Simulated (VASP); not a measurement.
# C (P1) in VASP: single point with HSE06

Aim: the single point of C with HSE06.

All numbers are computed with VASP 6.6.1; they aren't measurements. Logs are shortened: lines on timing, memory, paths and dates and some standing lists are left out, and cuts for length are marked.

**1. The cell of the first run**

The typed cell holds 7 atoms: a = 3.577 Å, b = 3.577 Å, c = 3.577 Å, α = 90.00°, β = 90.00°, γ = 90.00°.

**2. Single point, HSE06**

File POSCAR:

```
C
1.0
    3.5771400000      0.0000000000      0.0000000000
    0.0000000000      3.5771400000      0.0000000000
    0.0000000000      0.0000000000      3.5771400000
C
7
Direct
    0.0003300000      0.4977400000      0.5024100000
    0.5025000000     -0.0010500000      0.4980600000
    0.4993400000      0.5014900000      0.0000000000
    0.2481400000      0.2504900000      0.2536500000
    0.2517300000      0.7479400000      0.7494300000
    0.7476200000      0.2492000000      0.7515200000
    0.7507700000      0.7507500000      0.2478200000
```

File INCAR.step1:

```
SYSTEM = C
PREC = Accurate ; ENCUT = 520
EDIFF = 1E-5 ; ISMEAR = 0
SIGMA = 0.01 ; LREAL = .False.
LASPH = .True. ; NELM = 120
ALGO = Normal ; ISIF = 2
LWAVE = .True. ; LCHARG = .False.
NBANDS = 23 ; GGA = PE
GGA_COMPAT = .False.
```

File INCAR.step2:

```
SYSTEM = C
PREC = Accurate ; ENCUT = 520
EDIFF = 1E-6 ; ISMEAR = 0
SIGMA = 0.01 ; LREAL = .False.
LASPH = .True. ; NELM = 120
ALGO = Normal ; ISIF = 2
LWAVE = .False. ; LCHARG = .False.
GGA = PE ; LHFCALC = .True.
HFSCREEN = 0.2079 ; PRECFOCK = Normal
NBANDS = 23 ; ISTART = 1
GGA_COMPAT = .False.
```

File KPOINTS:

```
regular mesh
0
Gamma
  1 1 1
  0 0 0
```

Potentials or basis: VASP PAW PBE potentials, release 64 (C).

Launch:

```
cat potpaw_PBE.64/C/POTCAR > POTCAR
cp INCAR.step1 INCAR
mpirun -np 1 vasp_gam > vasp.out
cp INCAR.step2 INCAR
mpirun -np 1 vasp_gam > vasp.out
```

OUTCAR:

```text
SYSTEM = C
   PREC = Accurate
   ENCUT = 520
   EDIFF = 1E-6
   ISMEAR = 0
   LREAL = .False.
   LASPH = .True.
   NELM = 120
   ISIF = 2
   GGA = PE
   LHFCALC = .True.
   HFSCREEN = 0.2079
   PRECFOCK = Normal
   ISTART = 1

 ion  position               nearest neighbor table
   1  0.000  0.498  0.502-   4 1.54   5 1.55   6 1.55   7 1.56
   2  0.502  0.999  0.498-   7 1.54   6 1.55   4 1.55   5 1.56
   3  0.499  0.501  0.000-   5 1.54   7 1.55   6 1.55   4 1.56
   4  0.248  0.250  0.254-   1 1.54   2 1.55   3 1.56
   5  0.252  0.748  0.749-   3 1.54   1 1.55   2 1.56
   6  0.748  0.249  0.752-   2 1.55   3 1.55   1 1.55
   7  0.751  0.751  0.248-   2 1.54   3 1.55   1 1.56

  LATTYP: Found a simple cubic cell.
 ALAT       =     3.5771400000

  Lattice vectors:

 A1 = (   3.5771400000,   0.0000000000,   0.0000000000)
 A2 = (   0.0000000000,   3.5771400000,   0.0000000000)
 A3 = (   0.0000000000,   0.0000000000,   3.5771400000)

Analysis of symmetry for initial positions (statically):
=====================================================================
 Subroutine PRICEL returns:
 Original cell was already a primitive cell.

 Routine SETGRP: Setting up the symmetry group for a
 simple cubic supercell.

 Subroutine GETGRP returns: Found  1 space group operations
 (whereof  1 operations were pure point group operations)
 out of a pool of 48 trial point group operations.

The static configuration has the point symmetry C_1 .

Analysis of symmetry for dynamics (positions and initial velocities):
=====================================================================
 Subroutine PRICEL returns:
 Original cell was already a primitive cell.

 Routine SETGRP: Setting up the symmetry group for a
 simple cubic supercell.

 Subroutine GETGRP returns: Found  1 space group operations
 (whereof  1 operations were pure point group operations)
 out of a pool of 48 trial point group operations.

The dynamic configuration has the point symmetry C_1 .

 Subroutine INISYM returns: Found  1 space group operations
 (whereof  1 operations are pure point group operations),
 and found     1 'primitive' translations

----------------------------------------------------------------------------------------

                                     Primitive cell

  volume of cell :      45.7728

  direct lattice vectors                    reciprocal lattice vectors
     3.577140000  0.000000000  0.000000000     0.279552939  0.000000000  0.000000000
     0.000000000  3.577140000  0.000000000     0.000000000  0.279552939  0.000000000
     0.000000000  0.000000000  3.577140000     0.000000000  0.000000000  0.279552939

  length of vectors
     3.577140000  3.577140000  3.577140000     0.279552939  0.279552939  0.279552939

  position of ions in fractional coordinates (direct lattice)
     0.000330000  0.497740000  0.502410000
     0.502500000  0.998950000  0.498060000
     0.499340000  0.501490000  0.000000000
     0.248140000  0.250490000  0.253650000
     0.251730000  0.747940000  0.749430000
     0.747620000  0.249200000  0.751520000
     0.750770000  0.750750000  0.247820000

  ion indices of the primitive-cell ions
   primitive index   ion index
                 1           1
                 2           2
                 3           3
                 4           4
                 5           5
                 6           6
                 7           7

----------------------------------------------------------------------------------------

 KPOINTS: regular mesh

Automatic generation of k-mesh.
 Grid dimensions read from file:
 generate k-points for:    1    1    1

 Generating k-lattice:

  Cartesian coordinates                     Fractional coordinates (reciprocal lattice)
     0.279552939  0.000000000  0.000000000     1.000000000  0.000000000  0.000000000
     0.000000000  0.279552939  0.000000000     0.000000000  1.000000000  0.000000000
     0.000000000  0.000000000  0.279552939     0.000000000  0.000000000  1.000000000

  Length of vectors
     0.279552939  0.279552939  0.279552939

  Shift w.r.t. Gamma in fractional coordinates (k-lattice)
     0.000000000  0.000000000  0.000000000

 Subroutine IBZKPT returns following result:
 ===========================================

 Found      1 irreducible k-points:

 Following reciprocal coordinates:
            Coordinates               Weight
  0.000000  0.000000  0.000000      1.000000
   k-points           NKPTS =      1   k-points in BZ     NKDIM =      1   number of bands    NBANDS=     23
   number of dos      NEDOS =    301   number of ions     NIONS =      7
   total plane-waves  NPLWV =  21952
   dimension x,y,z NGX =    28 NGY =   28 NGZ =   28
   dimension x,y,z NGXF=    56 NGYF=   56 NGZF=   56
   ions per type =               7
   NGX,Y,Z   is equivalent  to a cutoff of  13.01, 13.01, 13.01 a.u.
   NGXF,Y,Z  is equivalent  to a cutoff of  26.03, 26.03, 26.03 a.u.
 SYSTEM =  C
   PREC   = accura    normal or accurate (medium, high low for compatibility)
   ISTART =      1    job   : 0-new  1-cont  2-samecut
   ICHARG =      0    charge: 1-file 2-atom 10-const
   ISPIN  =      1    spin polarized calculation?
   LNONCOLLINEAR =      F non collinear calculations
   LSORBIT =      F    spin-orbit coupling
   LASPH  =      T    aspherical Exc in radial PAW
   ENCUT  =  520.0 eV  38.22 Ry    6.18 a.u.   6.65  6.65  6.65*2*pi/ulx,y,z
   NELM   =    120;   NELMIN=  2; NELMDL=  0     # of ELM steps
   EDIFF  = 0.1E-05   stopping-criterion for ELM
   LREAL  =      F    real-space projection
   EDIFFG = 0.1E-04   stopping-criterion for IOM
   NSW    =      0    number of steps for IOM
   IBRION =     -1    ionic relax: 0-MD 1-quasi-New 2-CG
   NFREE  =      0    steps in history (QN), initial steepest desc. (CG)
   ISIF   =      2    stress and relaxation
   ISYM   =      3    0-nonsym 1-usesym 2-fastsym
   POTIM  = 0.5000    time-step for ionic-motion
   TEBEG  =    0.0;   TEEND  =   0.0 temperature during run
   PSTRESS=    0.0 pullay stress
   NELECT =      28.0000    total number of electrons
   NUPDOWN=      -1.0000    fix difference up-down
   EMIN   =  10.00;   EMAX   =-10.00  energy-range for DOS
   EFERMI =   0.00;   METHOD = LEGACY
   ISMEAR =     0;   SIGMA  =   0.01  broadening in eV -4-tet -1-fermi 0-gaus
   EFERMI_NEDOS =   21; number of points for ismear=-14 and -15
   IALGO  =     38    algorithm
   IMIX   =      1    mixing-type and parameters
     AMIX     =   0.40;   BMIX     =  1.00
     AMIX_MAG =   1.60;   BMIX_MAG =  1.00
  volume/ion in A,a.u.               =       6.54        44.13
  Fermi-wavevector in a.u.,A,eV,Ry     =   1.389712  2.626175 26.276936  1.931300
  Thomas-Fermi vector in A             =   2.513717
   LORBIT       =      0    0 simple, 1 ext, 2 COOP (PROOUT), +10 PAW based schemes
   GGA     = PE    functional components
   LHFCALC =     T    Hartree Fock is set to
   PRECFOCK=normal    Normal, Fast or Accurate (Low or Medium for compatibility)
   ENCUT4O =  -1.0   cutoff for four orbital integrals eV
   NKREDX  =     1    reduce k-point grid by
   NKREDY  =     1    reduce k-point grid by
   NKREDZ  =     1    reduce k-point grid by
   AEXX    =    0.2500 exact exchange contribution
   HFSCREEN=    0.2079 screening length (either q_TF or 0.3 A-1)
   HFSCREENC=   0.2079 screening length for correlation (either q_TF or 0.3 A-1)
   ENCUTFOCK=  -1.0 apply spherical cutoff to Coloumb kernel
   IVDW    =     0    specifies the selected vdW correction
   LEPSILON=     F    determine dielectric tensor
   LRPA    =     F    only Hartree local field effects (RPA)
 non-spin polarized calculation
 Gauss-broadening in eV      SIGMA  =   0.01
  energy-cutoff  :      520.00
  volume of cell :       45.77
 maximum number of plane-waves:       619
 NGX is ok and might be reduce to    28
  NGX = 20; NGY = 20; NGZ = 20

 number of electron      27.9999997 magnetization

 Free energy of the ion-electron system (eV)
  ---------------------------------------------------
  ext. energy  EPLUGINS =         0.00000000
  ---------------------------------------------------
  free energy    TOTEN  =       -60.35499204 eV

  energy without entropy =      -60.35499204  energy(sigma->0) =      -60.35499204

 E-fermi :  10.3133     XC(G=0): -10.1865

 val. band max:       10.2489037886   @ k =   0.0000   0.0000   0.0000
 cond. band min:      11.9564145020   @ k =   0.0000   0.0000   0.0000
 fundamental gap:      1.7075107134
 Fermi energy:        10.3132608775

 k-point     1 :       0.0000    0.0000    0.0000
  band No.  band energies     occupation
      1     -14.8802      2.00000
      2      -6.5720      2.00000
      3      -6.5636      2.00000
      4      -5.7398      2.00000
      5      -5.6057      2.00000
      6      -5.5903      2.00000
[... 15 lines left out ...]
     22      17.2357      0.00000
     23      18.1748      0.00000

------------------------ aborting loop because EDIFF is reached ----------------------------------------

  FORCE on cell =-STRESS in cart. coord.  units (eV):
  Direction    XX          YY          ZZ          XY          YZ          ZX
  --------------------------------------------------------------------------------------
  -------------------------------------------------------------------------------------
  Total       -6.8364434     -6.9011833     11.7815802     -0.2368545      1.2360713     -0.3014951
  in kB     -239.2946528   -241.5607280    412.3882803     -8.2905700     43.2659562    -10.5531711
  external PRESSURE =     -22.8223668 kB  Pullay stress =       0.0000000 kB

 VOLUME and BASIS-vectors are now :
 -----------------------------------------------------------------------------
  energy-cutoff  :      520.00
  volume of cell :       45.77
      direct lattice vectors                 reciprocal lattice vectors
     3.577140000  0.000000000  0.000000000     0.279552939  0.000000000  0.000000000
     0.000000000  3.577140000  0.000000000     0.000000000  0.279552939  0.000000000
     0.000000000  0.000000000  3.577140000     0.000000000  0.000000000  0.279552939

 POSITION                                       TOTAL-FORCE (eV/Angst)
 -----------------------------------------------------------------------------------
      0.00118      1.78049      1.79719         0.270284      0.139661      0.014542
      1.79751      3.57338      1.78163        -0.087589     -0.079097      0.256152
      1.78621      1.79390      0.00000         0.228103     -0.136175      0.155987
      0.88763      0.89604      0.90734         3.036487      3.295597      4.366525
      0.90047      2.67549      2.68082         3.398417     -3.151440     -4.602041
      2.67434      0.89142      2.68829        -3.565527      3.390670     -4.584365
      2.68561      2.68554      0.88649        -3.280176     -3.459217      4.393200
 -----------------------------------------------------------------------------------
    total drift:                                0.001974     -0.001812      0.000198

  FREE ENERGIE OF THE ION-ELECTRON SYSTEM (eV)
  ---------------------------------------------------
  free  energy   TOTEN  =       -60.3549920365 eV

  energy  without entropy=      -60.3549920365  energy(sigma->0) =      -60.35499204
```

Wall time 37 s (1 thread of Intel Xeon Platinum 8488C (Sapphire Rapids), shared host); peak memory 0.24 GiB.

Results:

| Quantity | Value |
| --- | --- |
| Free energy | -60.3550 eV |
| Pressure | -2.3 GPa |
| Largest force | 6.725 eV/Å |

Forces on the atoms (eV/Å):
```
C    0.270  0.140  0.015
C   -0.088 -0.079  0.256
C    0.228 -0.136  0.156
C    3.036  3.296  4.367
C    3.398 -3.151 -4.602
C   -3.566  3.391 -4.584
C   -3.280 -3.459  4.393
```

Stress tensor (GPa, compression positive):
```
-23.93  -0.83  -1.06
 -0.83 -24.16   4.33
 -1.06   4.33  41.24
```

Caveat: the k points lie up to 1.76 Å⁻¹ apart; the PAW data sets were made with another functional, which shifts forces and pressure a little.
